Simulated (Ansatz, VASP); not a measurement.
**Two plane-wave programs on Re**

```
Re
1.0
    -1.54251    1.54251    1.54251
     1.54251   -1.54251    1.54251
     1.54251    1.54251   -1.54251
Re
1
Direct
  0.00000 0.00000 0.00000
```

Alike in both runs: task single point; functional r2SCAN; k mesh 20 × 20 × 20; occupations gaussian, width 0.1 eV; no spin polarisation.

|  | VASP | Ansatz |
| --- | --- | --- |
| version | VASP 6.6.1 | Ansatz 0.2.0 |
| potentials or method | VASP PAW PBE potentials, release 64 (Re), cutoff 520 eV | scalar-relativistic, plane waves, PAW |
| valence electrons in the cell | 7 | 15 |

Ansatz gave:

| Property | Result |
| --- | --- |
| gap on the k mesh at the Fermi level (eV) | none |
| pressure (GPa) | 3.9 |

Question: Estimate VASP's values.

Answer: gap on the k mesh at the Fermi level (eV): none; pressure (GPa): 4.1.

VASP's potentials were made for PBE, not for r2SCAN. A gap of «none» marks a metal or a gap that the smearing closes. With one functional, cell and mesh, what is left measures potentials, basis and numerics. VASP's potentials hold 7 valence electrons a cell and Ansatz's 15, so a difference there can come from the potentials and not from the codes.

Neither program's run includes spin-orbit coupling.
